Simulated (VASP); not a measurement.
# Al2Cu (I4/mmm) in VASP: density of states with PBE

Aim: the density of states of Al2Cu with PBE.

Program: VASP 6.6.1. These are calculated values, not measurements. Logs are shortened: lines on timing, memory, paths and dates and some standing lists are left out, and cuts for length are marked.

## (1) The cell of the first run

Symmetry: I4/mmm, No. 139, tetragonal system. The conventional cell has a = 4.061 Å, b = 4.061 Å, c = 5.702 Å, α = 90.00°, β = 90.00°, γ = 90.00°. Within 3.3 Å of Al (site symmetry -4m2) lie 4 Cu at 2.48 Å and 6 Al at 2.85 to 2.87 Å. Within 3.3 Å of Cu (site symmetry 4/mmm) lie 8 Al at 2.48 Å.

## (2) Density of states, PBE

Input file POSCAR:

```
Al2Cu
1.0
   -2.0303375000      2.0303375000      2.8510940000
    2.0303375000     -2.0303375000      2.8510940000
    2.0303375000      2.0303375000     -2.8510940000
Al Cu
2 1
Direct
    0.7500000000      0.2500000000      0.5000000000
    0.2500000000      0.7500000000      0.5000000000
    0.5000000000      0.5000000000      0.0000000000
```

Input file INCAR.step1:

```
PREC = Accurate
ENCUT = 520
EDIFF = 1E-6
ISMEAR = 0
SIGMA = 0.05
LREAL = False
LASPH = True
NELM = 80
ALGO = Normal
ISIF = 2
LWAVE = False
LCHARG = True
LMAXMIX = 4
GGA = PE
NBANDS = 16
```

Input file KPOINTS.step1:

```
regular mesh
0
Gamma
  12 12 12
```

Input file INCAR.step2:

```
PREC = Accurate
ENCUT = 520
EDIFF = 1E-6
ISMEAR = -5
SIGMA = 0.05
LREAL = False
LASPH = True
NELM = 80
ALGO = Normal
ISIF = 2
LWAVE = False
LCHARG = False
LMAXMIX = 4
GGA = PE
LORBIT = 11
NEDOS = 1001
ICHARG = 11
```

Input file KPOINTS.step2:

```
regular mesh
0
Gamma
  18 18 18
```

Potentials or basis: VASP PAW PBE potentials, release 64 (Al, Cu).

Command:

```bash
$ cat potpaw_PBE.64/Al/POTCAR potpaw_PBE.64/Cu/POTCAR > POTCAR
$ cp INCAR.step1 INCAR
$ cp KPOINTS.step1 KPOINTS
$ mpirun -np 1 vasp_std > vasp.out
$ cp INCAR.step2 INCAR
$ cp KPOINTS.step2 KPOINTS
$ mpirun -np 1 vasp_std > vasp.out
```

OUTCAR:

```text
PREC = Accurate
   ENCUT = 520
   EDIFF = 1E-6
   ISMEAR = -5
   LREAL = False
   LASPH = True
   NELM = 80
   ISIF = 2
   GGA = PE
   LORBIT = 11
   ICHARG = 11

 ion  position               nearest neighbor table
   1  0.750  0.250  0.500-   3 2.48   3 2.48   3 2.48   3 2.48   2 2.85   2 2.85   2 2.87   2 2.87
                             2 2.87   2 2.87
   2  0.250  0.750  0.500-   3 2.48   3 2.48   3 2.48   3 2.48   1 2.85   1 2.85   1 2.87   1 2.87
                             1 2.87   1 2.87
   3  0.500  0.500  0.000-   2 2.48   1 2.48   1 2.48   2 2.48   1 2.48   2 2.48   2 2.48   1 2.48

  LATTYP: Found a body centered tetragonal cell.
 ALAT       =     4.0606750000
 C/A-ratio  =     1.4042463384

  Lattice vectors:

 A1 = (  -2.0303375000,   2.0303375000,   2.8510940000)
 A2 = (   2.0303375000,  -2.0303375000,   2.8510940000)
 A3 = (   2.0303375000,   2.0303375000,  -2.8510940000)

Analysis of symmetry for initial positions (statically):
=====================================================================
 Subroutine PRICEL returns:
 Original cell was already a primitive cell.

 Routine SETGRP: Setting up the symmetry group for a
 body centered tetragonal supercell.

 Subroutine GETGRP returns: Found 16 space group operations
 (whereof 16 operations were pure point group operations)
 out of a pool of 16 trial point group operations.

The static configuration has the point symmetry D_4h.

Analysis of symmetry for dynamics (positions and initial velocities):
=====================================================================
 Subroutine PRICEL returns:
 Original cell was already a primitive cell.

 Routine SETGRP: Setting up the symmetry group for a
 body centered tetragonal supercell.

 Subroutine GETGRP returns: Found 16 space group operations
 (whereof 16 operations were pure point group operations)
 out of a pool of 16 trial point group operations.

The dynamic configuration has the point symmetry D_4h.

 Subroutine INISYM returns: Found 16 space group operations
 (whereof 16 operations are pure point group operations),
 and found     1 'primitive' translations

----------------------------------------------------------------------------------------

                                     Primitive cell

  volume of cell :      47.0119

  direct lattice vectors                    reciprocal lattice vectors
    -2.030337500  2.030337500  2.851094000     0.000000000  0.246264476  0.175371279
     2.030337500 -2.030337500  2.851094000     0.246264476  0.000000000  0.175371279
     2.030337500  2.030337500 -2.851094000     0.246264476  0.246264476  0.000000000

  length of vectors
     4.046390703  4.046390703  4.046390703     0.302326442  0.302326442  0.348270562

  position of ions in fractional coordinates (direct lattice)
     0.750000000  0.250000000  0.500000000
     0.250000000  0.750000000  0.500000000
     0.500000000  0.500000000  0.000000000

  ion indices of the primitive-cell ions
   primitive index   ion index
                 1           1
                 2           2
                 3           3

----------------------------------------------------------------------------------------

 KPOINTS: regular mesh

Automatic generation of k-mesh.
 Grid dimensions read from file:
 generate k-points for:   18   18   18

 Generating k-lattice:

  Cartesian coordinates                     Fractional coordinates (reciprocal lattice)
     0.000000000  0.013681360  0.009742849     0.055555556  0.000000000  0.000000000
     0.013681360  0.000000000  0.009742849     0.000000000  0.055555556  0.000000000
     0.013681360  0.013681360  0.000000000     0.000000000  0.000000000  0.055555556

  Length of vectors
     0.016795913  0.016795913  0.019348365

  Shift w.r.t. Gamma in fractional coordinates (k-lattice)
     0.000000000  0.000000000  0.000000000

 TETIRR: Found   7414 inequivalent tetrahedra from    34992

 Subroutine IBZKPT returns following result:
 ===========================================

 Found    480 irreducible k-points:

 Following reciprocal coordinates:
            Coordinates               Weight
  0.000000  0.000000  0.000000      1.000000
  0.055556  0.000000 -0.000000      8.000000
  0.111111  0.000000 -0.000000      8.000000
  0.166667 -0.000000  0.000000      8.000000
  0.222222  0.000000  0.000000      8.000000
  0.277778  0.000000  0.000000      8.000000
[... 16 lines left out ...]
 -0.277778  0.055556  0.000000     16.000000
 -0.222222  0.055556  0.000000     16.000000
 [... further k-points ...]
   k-points           NKPTS =    480   k-points in BZ     NKDIM =    480   number of bands    NBANDS=     12
   number of dos      NEDOS =   1001   number of ions     NIONS =      3
   total plane-waves  NPLWV =  27000
   dimension x,y,z NGX =    30 NGY =   30 NGZ =   30
   dimension x,y,z NGXF=    60 NGYF=   60 NGZF=   60
   ions per type =               2   1
   NGX,Y,Z   is equivalent  to a cutoff of  12.33, 12.33, 12.33 a.u.
   NGXF,Y,Z  is equivalent  to a cutoff of  24.65, 24.65, 24.65 a.u.
 SYSTEM =  unknown system
   PREC   = accura    normal or accurate (medium, high low for compatibility)
   ISTART =      0    job   : 0-new  1-cont  2-samecut
   ICHARG =     11    charge: 1-file 2-atom 10-const
   ISPIN  =      1    spin polarized calculation?
   LNONCOLLINEAR =      F non collinear calculations
   LSORBIT =      F    spin-orbit coupling
   LASPH  =      T    aspherical Exc in radial PAW
   ENCUT  =  520.0 eV  38.22 Ry    6.18 a.u.   7.52  7.52  7.52*2*pi/ulx,y,z
   NELM   =     80;   NELMIN=  2; NELMDL=  0     # of ELM steps
   EDIFF  = 0.1E-05   stopping-criterion for ELM
   LREAL  =      F    real-space projection
   EDIFFG = 0.1E-04   stopping-criterion for IOM
   NSW    =      0    number of steps for IOM
   IBRION =     -1    ionic relax: 0-MD 1-quasi-New 2-CG
   NFREE  =      0    steps in history (QN), initial steepest desc. (CG)
   ISIF   =      2    stress and relaxation
   ISYM   =      2    0-nonsym 1-usesym 2-fastsym
   POTIM  = 0.5000    time-step for ionic-motion
   TEBEG  =    0.0;   TEEND  =   0.0 temperature during run
   PSTRESS=    0.0 pullay stress
   NELECT =      17.0000    total number of electrons
   NUPDOWN=      -1.0000    fix difference up-down
   EMIN   =  10.00;   EMAX   =-10.00  energy-range for DOS
   EFERMI =   0.00;   METHOD = LEGACY
   ISMEAR =    -5;   SIGMA  =   0.05  broadening in eV -4-tet -1-fermi 0-gaus
   EFERMI_NEDOS =   21; number of points for ismear=-14 and -15
   IALGO  =     38    algorithm
   IMIX   =      4    mixing-type and parameters
     AMIX     =   0.40;   BMIX     =  1.00
     AMIX_MAG =   1.60;   BMIX_MAG =  1.00
  volume/ion in A,a.u.               =      15.67       105.75
  Fermi-wavevector in a.u.,A,eV,Ry     =   1.166331  2.204046 18.508385  1.360328
  Thomas-Fermi vector in A             =   2.302845
   LORBIT       =     11    0 simple, 1 ext, 2 COOP (PROOUT), +10 PAW based schemes
   GGA     = PE    functional components
   LHFCALC =     F    Hartree Fock is set to
   AEXX    =    0.0000 exact exchange contribution
   IVDW    =     0    specifies the selected vdW correction
   LEPSILON=     F    determine dielectric tensor
   LRPA    =     F    only Hartree local field effects (RPA)
 non-spin polarized calculation
 Fermi weights with tetrahedron method with Bloechl corrections
  energy-cutoff  :      520.00
  volume of cell :       47.01
 maximum number of plane-waves:      1293

 number of electron      17.0000003 magnetization

 Free energy of the ion-electron system (eV)
  ---------------------------------------------------
  ext. energy  EPLUGINS =         0.00000000
  ---------------------------------------------------
  free energy    TOTEN  =       -11.73384740 eV

  energy without entropy =      -11.73384740  energy(sigma->0) =      -11.73384740

 E-fermi :   7.1557     XC(G=0): -10.5221

 val. band max:        7.2494828421   @ k =  -0.1111  -0.3333   0.1111
 cond. band min:       7.1055912776   @ k =  -0.3333   0.1667   0.0000
 fundamental gap:     -0.1438915645
 Fermi energy:         7.1556896130

 k-point     1 :       0.0000    0.0000    0.0000
  band No.  band energies     occupation
      1      -3.1147      2.00000
      2       2.5649      2.00000
      3       2.5720      2.00000
      4       2.5720      2.00000
      5       3.1267      2.00000
      6       3.1381      2.00000
      7      10.0649      0.00000
      8      10.0934      0.00000
      9      10.0934      0.00000
     10      10.1448      0.00000
     11      10.1448      0.00000
     12      10.1473      0.00000

 k-point     2 :       0.0556    0.0000   -0.0000
  band No.  band energies     occupation
      1      -3.0729      2.00000
      2       2.5553      2.00000
      3       2.5746      2.00000
      4       2.5786      2.00000
      5       3.1249      2.00000
      6       3.1363      2.00000
      7       9.0269      0.00000
      8       9.6563      0.00000
      9       9.6570      0.00000
     10      10.5958      0.00000
     11      10.6162      0.00000
     12      10.7555      0.00000

 k-point     3 :       0.1111    0.0000   -0.0000
  band No.  band energies     occupation
      1      -2.9478      2.00000
      2       2.5143      2.00000
      3       2.5932      2.00000
      4       2.5972      2.00000
      5       3.1207      2.00000
      6       3.1317      2.00000
      7       7.8660     -0.08866
      8       9.2411      0.00000
      9       9.2495      0.00000
     10      10.8550      0.00000
     11      11.0866      0.00000
     12      11.0949      0.00000

 k-point     4 :       0.1667   -0.0000    0.0000
  band No.  band energies     occupation
      1      -2.7403      2.00000
      2       2.4434      2.00000
      3       2.6209      2.00000
      4       2.6243      2.00000
      5       3.1171      2.00000
      6       3.1272      2.00000
      7       6.7353      1.87349
      8       8.8746      0.00000
      9       8.8922      0.00000
     10      10.8478      0.00000
     11      11.3482      0.00000
     12      11.3692      0.00000

 k-point     5 :       0.2222    0.0000    0.0000
  band No.  band energies     occupation
      1      -2.4522      2.00000
      2       2.3352      2.00000
      3       2.6519      2.00000
      4       2.6542      2.00000
      5       3.1182      2.00000
      6       3.1269      2.00000
      7       5.6807      2.00000
      8       8.5566      0.00000
      9       8.5841      0.00000
     10      10.8291      0.00000
     11      11.1632      0.00000
     12      11.2169      0.00000
[... 228 lines left out ...]
      1      -1.2881      2.00000
      2       1.6473      2.00000
      3       2.7058      2.00000
      4       2.7118      2.00000
      5       3.1384      2.00000
      6       3.1859      2.00000
      7       3.6456      2.00000
      8       7.6160     -0.17652
      9       7.8789     -0.00197
     10       9.9345      0.00000
     11      10.7959      0.00000
     12      11.2521      0.00000

 k-point    22 :      -0.3333    0.0556    0.0000
  band No.  band energies     occupation
      1      -1.7672      2.00000
      2       2.0104      2.00000
      3       2.6966      2.00000
      4       2.6971      2.00000
      5       3.1102      2.00000
      6       3.1701      2.00000
      7       4.2372      2.00000
      8       7.7194     -0.18069
      9       8.1625      0.00000
     10      10.0724      0.00000
     11      11.1263      0.00000
     12      11.2352      0.00000

 k-point    23 :      -0.2778    0.0556    0.0000
  band No.  band energies     occupation
      1      -2.1813      2.00000
      2       2.2338      2.00000
      3       2.6739      2.00000
      4       2.6778      2.00000
      5       3.0932      2.00000
      6       3.1565      2.00000
      7       5.0609      2.00000
      8       7.8922     -0.08164
      9       8.4797      0.00000
     10      10.2815      0.00000
     11      11.2241      0.00000
     12      11.5419      0.00000

 k-point    24 :      -0.2222    0.0556    0.0000
  band No.  band energies     occupation
      1      -2.5212      2.00000
      2       2.3729      2.00000
      3       2.6449      2.00000
      4       2.6503      2.00000
      5       3.0898      2.00000
      6       3.1485      2.00000
      7       6.0420      2.02862
      8       8.1297     -0.02098
      9       8.8175      0.00000
     10      10.4845      0.00000
     11      11.2630      0.00000
     12      11.9522      0.00000

 [... further k-points ...]
[... 5 lines left out ...]
  --------------------------------------------------------------------------------------
  -------------------------------------------------------------------------------------
  Total        0.9225104      0.9225104      1.1158585      0.0000000     -0.0000000      0.0000000
  in kB       31.4393704     31.4393704     38.0287210      0.0000000     -0.0000000      0.0000000
  external PRESSURE =      33.6358206 kB  Pullay stress =       0.0000000 kB

 VOLUME and BASIS-vectors are now :
 -----------------------------------------------------------------------------
  energy-cutoff  :      520.00
  volume of cell :       47.01
      direct lattice vectors                 reciprocal lattice vectors
    -2.030337500  2.030337500  2.851094000     0.000000000  0.246264476  0.175371279
     2.030337500 -2.030337500  2.851094000     0.246264476  0.000000000  0.175371279
     2.030337500  2.030337500 -2.851094000     0.246264476  0.246264476  0.000000000

 POSITION                                       TOTAL-FORCE (eV/Angst)
 -----------------------------------------------------------------------------------
      0.00000      2.03034      1.42555        -0.000000      0.000000      0.000000
      2.03034      0.00000      1.42555         0.000000     -0.000000     -0.000000
      0.00000      0.00000      2.85109         0.000000      0.000000      0.000000
 -----------------------------------------------------------------------------------
    total drift:                                0.000000     -0.000000      0.000000

  FREE ENERGIE OF THE ION-ELECTRON SYSTEM (eV)
  ---------------------------------------------------
  free  energy   TOTEN  =       -11.7338473973 eV

  energy  without entropy=      -11.7338473973  energy(sigma->0) =      -11.73384740

 total charge

# of ion       s       p       d       tot
------------------------------------------
    1        0.408   0.376   0.000   0.784
    2        0.408   0.376   0.000   0.784
    3        0.543   0.574   9.085  10.202
--------------------------------------------------
tot          1.360   1.326   9.085  11.770
```

Wall time 2 min (1 thread of Intel Xeon 6975P-C (Granite Rapids), shared host); peak memory 0.4 GiB.

Results:

```
Valence electrons inside the program's atomic spheres : Al 0.78; Cu 10.20
```

Caveat: tetrahedron occupations give inexact forces and stress in metals.
